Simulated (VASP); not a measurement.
Input of a VASP 6.6.1 run:

The input INCAR:

```
SYSTEM = NbAg4
PREC = Accurate ; ENCUT = 600
EDIFF = 1E-6 ; ISMEAR = 0
SIGMA = 0.1 ; LREAL = .False.
LASPH = .True. ; NELM = 60
ALGO = Fast ; ISIF = 3
LWAVE = .False. ; LCHARG = .False.
GGA = PE ; IBRION = 2
NSW = 100 ; EDIFFG = -0.01
```

The input KPOINTS:

```
regular mesh
0
Gamma
  12 12 4
  0 0 0
```

Contents of POSCAR:

```
NbAg4
1.0
    2.9160479526      0.0000000000      0.0000000000
   -1.4580239763      2.5253716056      0.0000000000
    0.0000000000      0.0000000000     12.1025144516
Nb Ag
1 4
Direct
    0.0000000000      0.0000000000      0.0000000000
    0.3333333333      0.6666666667      0.7971175997
    0.3333333333      0.6666666667      0.4011259283
    0.6666666667      0.3333333333      0.2028824003
    0.6666666667      0.3333333333      0.5988740717
```

Potentials or basis: VASP PAW PBE potentials, release 64 (Nb_sv, Ag).

Command:

```console
$ cat potpaw_PBE.64/Nb_sv/POTCAR potpaw_PBE.64/Ag/POTCAR > POTCAR
$ mpirun -np 1 vasp_std > vasp.out
```

(1) Predict the relaxed cell.

(2) Predict the space group after relaxing (to 0.1 Å).

(3) Estimate the relaxed volume.

Answers

(1) a = 2.899 Å, b = 2.899 Å, c = 12.237 Å, α = 90.00°, β = 90.00°, γ = 120.00°.

(2) P-3m1 (No. 164).

(3) 17.81 Å³/atom.
